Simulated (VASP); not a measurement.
Fe, 2 atoms in the cell. The structure is cubic, space group Pm-3m (No. 221). The conventional cell has a = 2.434 Å, b = 2.434 Å, c = 2.434 Å, α = 90.00°, β = 90.00°, γ = 90.00°. Fe (site symmetry m-3m) has 6 Fe at 2.43 Å within 3.2 Å. This isn't the form of Fe at room conditions, which is bcc.

```yaml
Program: VASP 6.6.1
Task: single point
Functional: r2SCAN
Potentials_or_basis: VASP PAW PBE potentials, release 64 (Fe)
Cutoff: 520 eV
k_mesh: 13 × 13 × 13
Occupations: fermi-dirac, width 0.05 eV
Spin: collinear spin, antiferromagnetic start
Starting_moments: "[2.741, -2.741] μB"
Dipole_correction: no
Further_INCAR_settings: ALGO = Normal; EDIFF = 1e-07; NBANDS = 19
```

Potentials or basis: VASP PAW PBE potentials, release 64 (Fe).

Run with:

```bash
$ cat potpaw_PBE.64/Fe/POTCAR > POTCAR
$ cp INCAR.step1 INCAR
$ mpirun -np 1 vasp_std > vasp.out
$ cp INCAR.step2 INCAR
$ mpirun -np 1 vasp_std > vasp.out
```

Hardware: 1 thread of Intel Xeon 8259CL, with other jobs on the host.

Q: How long does it take, and how much memory?

A: It took 11 min on 1 thread of Intel Xeon 8259CL (shared host), peak memory 0.23 GiB. Counts: k points 84.
